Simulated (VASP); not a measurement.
# BeGa2C2 (Amm2) in VASP: single point with PBE

Aim: the single point of BeGa2C2 with PBE.

Program: VASP 6.6.1. These are calculated values, not measurements. Logs are shortened: lines on timing, memory, paths and dates and some standing lists are left out, and cuts for length are marked.

**1. The cell of the first run**

The typed cell holds 5 atoms: a = 8.421 Å, b = 2.983 Å, c = 2.983 Å, α = 60.03°, β = 90.00°, γ = 90.00°.

**2. Single point, PBE**

INCAR reads:

```
PREC     = Accurate       # precision mode
ENCUT    = 520            # plane-wave cutoff, eV
EDIFF    = 1E-6           # SCF threshold, eV
ISMEAR   = 0              # smearing method
SIGMA    = 0.1            # smearing width, eV
LREAL    = False          # projectors in reciprocal space
LASPH    = True           # aspherical terms in the spheres
NELM     = 100            # most SCF steps
ALGO     = Normal         # electronic algorithm
ISIF     = 2              # what is computed and relaxed
LWAVE    = False          # write WAVECAR
LCHARG   = True           # write CHGCAR
GGA      = PE             # functional
LELF     = True           # ELF
LVHAR    = True         
NBANDS   = 26             # bands
```

KPOINTS reads:

```
Automatic mesh
0
Gamma
  6 14 14
```

POSCAR reads:

```
BeGa2C2
1.0
    8.4211424557      0.0000000000      0.0000000000
    0.0000000000      1.4920777495      2.5825997507
    0.0000000000     -1.4920777495      2.5825997507
Be Ga C
1 2 2
Direct
    0.0000000000      0.3684306739      0.3684306739
    0.6739174569      0.0347862426      0.0347862426
    0.3260825431      0.0347862426      0.0347862426
    0.0796189696      0.0350026869      0.0350026869
    0.9203810304      0.0350026869      0.0350026869
```

Potentials or basis: VASP PAW PBE potentials, release 64 (Be, Ga_d, C).

Launch:

```bash
> cat potpaw_PBE.64/Be/POTCAR potpaw_PBE.64/Ga_d/POTCAR potpaw_PBE.64/C/POTCAR > POTCAR
> mpirun -np 1 vasp_std > vasp.out
```

OUTCAR:

```text
PREC = Accurate
   ENCUT = 520
   EDIFF = 1E-6
   ISMEAR = 0
   LREAL = False
   LASPH = True
   NELM = 100
   ISIF = 2
   GGA = PE

 ion  position               nearest neighbor table
   1  0.000  0.368  0.368-   4 1.85   5 1.85   4 1.85   5 1.85   4 1.85   5 1.85
   2  0.674  0.035  0.035-   5 2.08
   3  0.326  0.035  0.035-   4 2.08
   4  0.080  0.035  0.035-   5 1.34   1 1.85   1 1.85   1 1.85   3 2.08
   5  0.920  0.035  0.035-   4 1.34   1 1.85   1 1.85   1 1.85   2 2.08

  LATTYP: Found a base centered orthorhombic cell.
 ALAT       =     2.9841554990
 B/A-ratio  =     1.7308747829
 C/A-ratio  =     2.8219516237

  Lattice vectors:

 A1 = (   0.0000000000,   1.4920777495,  -2.5825997507)
 A2 = (   0.0000000000,   1.4920777495,   2.5825997507)
 A3 = (   8.4211424557,   0.0000000000,   0.0000000000)

Analysis of symmetry for initial positions (statically):
=====================================================================
 Subroutine PRICEL returns:
 Original cell was already a primitive cell.

 Routine SETGRP: Setting up the symmetry group for a
 base centered orthorhombic supercell.

 Subroutine GETGRP returns: Found  4 space group operations
 (whereof  4 operations were pure point group operations)
 out of a pool of  8 trial point group operations.

The static configuration has the point symmetry C_2v.

Analysis of symmetry for dynamics (positions and initial velocities):
=====================================================================
 Subroutine PRICEL returns:
 Original cell was already a primitive cell.

 Routine SETGRP: Setting up the symmetry group for a
 base centered orthorhombic supercell.

 Subroutine GETGRP returns: Found  4 space group operations
 (whereof  4 operations were pure point group operations)
 out of a pool of  8 trial point group operations.

The dynamic configuration has the point symmetry C_2v.

 Subroutine INISYM returns: Found  4 space group operations
 (whereof  4 operations are pure point group operations),
 and found     1 'primitive' translations

----------------------------------------------------------------------------------------

                                     Primitive cell

  volume of cell :      64.9007

  direct lattice vectors                    reciprocal lattice vectors
     8.421142456  0.000000000  0.000000000     0.118748733  0.000000000  0.000000000
     0.000000000  1.492077749  2.582599751     0.000000000  0.335103181  0.193603364
     0.000000000 -1.492077749  2.582599751     0.000000000 -0.335103181  0.193603364

  length of vectors
     8.421142456  2.982635996  2.982635996     0.118748733  0.387009566  0.387009566

  position of ions in fractional coordinates (direct lattice)
     0.000000000  0.368430674  0.368430674
     0.673917457  0.034786243  0.034786243
     0.326082543  0.034786243  0.034786243
     0.079618970  0.035002687  0.035002687
     0.920381030  0.035002687  0.035002687

  ion indices of the primitive-cell ions
   primitive index   ion index
                 1           1
                 2           2
                 3           3
                 4           4
                 5           5

----------------------------------------------------------------------------------------

 KPOINTS: Automatic mesh

Automatic generation of k-mesh.
 Grid dimensions read from file:
 generate k-points for:    6   14   14

 Generating k-lattice:

  Cartesian coordinates                     Fractional coordinates (reciprocal lattice)
     0.019791456  0.000000000  0.000000000     0.166666667  0.000000000  0.000000000
     0.000000000  0.023935941  0.013828812     0.000000000  0.071428571  0.000000000
     0.000000000 -0.023935941  0.013828812     0.000000000  0.000000000  0.071428571

  Length of vectors
     0.019791456  0.027643540  0.027643540

  Shift w.r.t. Gamma in fractional coordinates (k-lattice)
     0.000000000  0.000000000  0.000000000

 Subroutine IBZKPT returns following result:
 ===========================================

 Found    228 irreducible k-points:

 Following reciprocal coordinates:
            Coordinates               Weight
  0.000000  0.000000  0.000000      1.000000
  0.166667  0.000000  0.000000      2.000000
  0.333333  0.000000  0.000000      2.000000
  0.500000  0.000000  0.000000      1.000000
  0.000000  0.071429 -0.000000      4.000000
  0.166667  0.071429 -0.000000      8.000000
[... 16 lines left out ...]
  0.333333  0.357143  0.000000      8.000000
  0.500000  0.357143  0.000000      4.000000
 [... further k-points ...]
   k-points           NKPTS =    228   k-points in BZ     NKDIM =    228   number of bands    NBANDS=     26
   number of dos      NEDOS =    301   number of ions     NIONS =      5
   total plane-waves  NPLWV =  36864
   dimension x,y,z NGX =    64 NGY =   24 NGZ =   24
   dimension x,y,z NGXF=   128 NGYF=   48 NGZF=   48
   ions per type =               1   2   2
   NGX,Y,Z   is equivalent  to a cutoff of  12.63, 13.38, 13.38 a.u.
   NGXF,Y,Z  is equivalent  to a cutoff of  25.27, 26.75, 26.75 a.u.
 SYSTEM =  unknown system
   PREC   = accura    normal or accurate (medium, high low for compatibility)
   ISTART =      0    job   : 0-new  1-cont  2-samecut
   ICHARG =      2    charge: 1-file 2-atom 10-const
   ISPIN  =      1    spin polarized calculation?
   LNONCOLLINEAR =      F non collinear calculations
   LSORBIT =      F    spin-orbit coupling
   LASPH  =      T    aspherical Exc in radial PAW
   ENCUT  =  520.0 eV  38.22 Ry    6.18 a.u.  15.66  5.55  5.55*2*pi/ulx,y,z
   NELM   =    100;   NELMIN=  2; NELMDL= -5     # of ELM steps
   EDIFF  = 0.1E-05   stopping-criterion for ELM
   LREAL  =      F    real-space projection
   EDIFFG = 0.1E-04   stopping-criterion for IOM
   NSW    =      0    number of steps for IOM
   IBRION =     -1    ionic relax: 0-MD 1-quasi-New 2-CG
   NFREE  =      0    steps in history (QN), initial steepest desc. (CG)
   ISIF   =      2    stress and relaxation
   ISYM   =      2    0-nonsym 1-usesym 2-fastsym
   POTIM  = 0.5000    time-step for ionic-motion
   TEBEG  =    0.0;   TEEND  =   0.0 temperature during run
   PSTRESS=    0.0 pullay stress
   NELECT =      36.0000    total number of electrons
   NUPDOWN=      -1.0000    fix difference up-down
   EMIN   =  10.00;   EMAX   =-10.00  energy-range for DOS
   EFERMI =   0.00;   METHOD = LEGACY
   ISMEAR =     0;   SIGMA  =   0.10  broadening in eV -4-tet -1-fermi 0-gaus
   EFERMI_NEDOS =   21; number of points for ismear=-14 and -15
   IALGO  =     38    algorithm
   IMIX   =      4    mixing-type and parameters
     AMIX     =   0.40;   BMIX     =  1.00
     AMIX_MAG =   1.60;   BMIX_MAG =  1.00
  volume/ion in A,a.u.               =      12.98        87.59
  Fermi-wavevector in a.u.,A,eV,Ry     =   1.345114  2.541897 24.617457  1.809332
  Thomas-Fermi vector in A             =   2.473053
   LORBIT       =      0    0 simple, 1 ext, 2 COOP (PROOUT), +10 PAW based schemes
   GGA     = PE    functional components
   LHFCALC =     F    Hartree Fock is set to
   AEXX    =    0.0000 exact exchange contribution
   IVDW    =     0    specifies the selected vdW correction
   LEPSILON=     F    determine dielectric tensor
   LRPA    =     F    only Hartree local field effects (RPA)
 non-spin polarized calculation
 Gauss-broadening in eV      SIGMA  =   0.10
  energy-cutoff  :      520.00
  volume of cell :       64.90
 maximum number of plane-waves:      1789
 NGX is ok and might be reduce to    64
   NGX = 31   NGY = 11   NGZ = 11

 number of electron      35.9999995 magnetization

 Free energy of the ion-electron system (eV)
  ---------------------------------------------------
  ext. energy  EPLUGINS =         0.00000000
  ---------------------------------------------------
  free energy    TOTEN  =       -25.60618920 eV

  energy without entropy =      -25.60299164  energy(sigma->0) =      -25.60459042

 E-fermi :   5.1234     XC(G=0): -10.6982

 val. band max:        5.0584695622   @ k =   0.3333   0.4286   0.4286
 cond. band min:       5.1247491849   @ k =   0.1667   0.4286   0.0714
 fundamental gap:      0.0662796227
 Fermi energy:         5.1234156885

 k-point     1 :       0.0000    0.0000    0.0000
  band No.  band energies     occupation
      1     -12.1791      2.00000
      2      -9.7875      2.00000
      3      -9.7554      2.00000
      4      -9.6886      2.00000
      5      -9.6878      2.00000
      6      -9.6822      2.00000
[... 18 lines left out ...]
     25      13.7435      0.00000
     26      16.0304      0.00000

 k-point     2 :       0.1667    0.0000    0.0000
  band No.  band energies     occupation
      1     -12.1783      2.00000
      2      -9.8137      2.00000
      3      -9.7307      2.00000
      4      -9.6886      2.00000
      5      -9.6878      2.00000
      6      -9.6822      2.00000
[... 18 lines left out ...]
     25      13.7083      0.00000
     26      16.1105      0.00000

 k-point     3 :       0.3333    0.0000    0.0000
  band No.  band energies     occupation
      1     -12.1768      2.00000
      2      -9.8419      2.00000
      3      -9.7053      2.00000
      4      -9.6886      2.00000
      5      -9.6878      2.00000
      6      -9.6822      2.00000
[... 18 lines left out ...]
     25      13.5751      0.00000
     26      16.2989      0.00000

 k-point     4 :       0.5000    0.0000    0.0000
  band No.  band energies     occupation
      1     -12.1760      2.00000
      2      -9.8527      2.00000
      3      -9.6960      2.00000
      4      -9.6886      2.00000
      5      -9.6878      2.00000
      6      -9.6822      2.00000
[... 18 lines left out ...]
     25      13.2866      0.00000
     26      16.4307      0.00000
[... 496 lines left out ...]
      1     -11.2176      2.00000
      2      -9.7904      2.00000
      3      -9.7667      2.00000
      4      -9.6768      2.00000
      5      -9.6641      2.00000
      6      -9.6140      2.00000
[... 18 lines left out ...]
     25      13.3644      0.00000
     26      14.0867      0.00000

 k-point    23 :       0.3333    0.3571    0.0000
  band No.  band energies     occupation
      1     -11.2153      2.00000
      2      -9.8011      2.00000
      3      -9.7640      2.00000
      4      -9.6907      2.00000
      5      -9.6752      2.00000
      6      -9.6149      2.00000
[... 18 lines left out ...]
     25      13.7907      0.00000
     26      13.8862      0.00000

 k-point    24 :       0.5000    0.3571    0.0000
  band No.  band energies     occupation
      1     -11.2142      2.00000
      2      -9.8066      2.00000
      3      -9.7630      2.00000
      4      -9.6993      2.00000
      5      -9.6745      2.00000
      6      -9.6155      2.00000
[... 18 lines left out ...]
     25      13.5235      0.00000
     26      14.1455      0.00000

 [... further k-points ...]

------------------------ aborting loop because EDIFF is reached ----------------------------------------

  FORCE on cell =-STRESS in cart. coord.  units (eV):
  Direction    XX          YY          ZZ          XY          YZ          ZX
  --------------------------------------------------------------------------------------
  -------------------------------------------------------------------------------------
  Total        0.1689632      0.0475732      0.0655589      0.0000000      0.0000000      0.0000000
  in kB        4.1711246      1.1744199      1.6184265      0.0000000      0.0000000      0.0000000
  external PRESSURE =       2.3213237 kB  Pullay stress =       0.0000000 kB

 VOLUME and BASIS-vectors are now :
 -----------------------------------------------------------------------------
  energy-cutoff  :      520.00
  volume of cell :       64.90
      direct lattice vectors                 reciprocal lattice vectors
     8.421142456  0.000000000  0.000000000     0.118748733  0.000000000  0.000000000
     0.000000000  1.492077749  2.582599751     0.000000000  0.335103181  0.193603364
     0.000000000 -1.492077749  2.582599751     0.000000000 -0.335103181  0.193603364

 POSITION                                       TOTAL-FORCE (eV/Angst)
 -----------------------------------------------------------------------------------
      0.00000      0.00000      1.90302        -0.000000      0.000000     -0.000634
      5.67515      0.00000      0.17968        -0.003335      0.000000      0.000269
      2.74599      0.00000      0.17968         0.003335      0.000000      0.000269
      0.67048      0.00000      0.18080         0.104598      0.000000      0.000048
      7.75066      0.00000      0.18080        -0.104598      0.000000      0.000048
 -----------------------------------------------------------------------------------
    total drift:                               -0.000000     -0.000000     -0.000017

  FREE ENERGIE OF THE ION-ELECTRON SYSTEM (eV)
  ---------------------------------------------------
  free  energy   TOTEN  =       -25.6061891981 eV

  energy  without entropy=      -25.6029916362  energy(sigma->0) =      -25.60459042
```

Wall time 3.6 min (1 thread of Intel Xeon Platinum 8488C (Sapphire Rapids), shared host); peak memory 0.45 GiB.

What came out:

```
Free energy            : -25.6062 eV
Pressure               : 0.2 GPa
Largest force          : 0.105 eV/Å
Band gap on the k mesh : zero (bands 18 and 19 overlap by 3.99 eV)
```

Forces on the atoms (eV/Å):
```
Be   0.000  0.000 -0.001
Ga  -0.003  0.000  0.000
Ga   0.003  0.000  0.000
C    0.105  0.000  0.000
C   -0.105  0.000  0.000
```
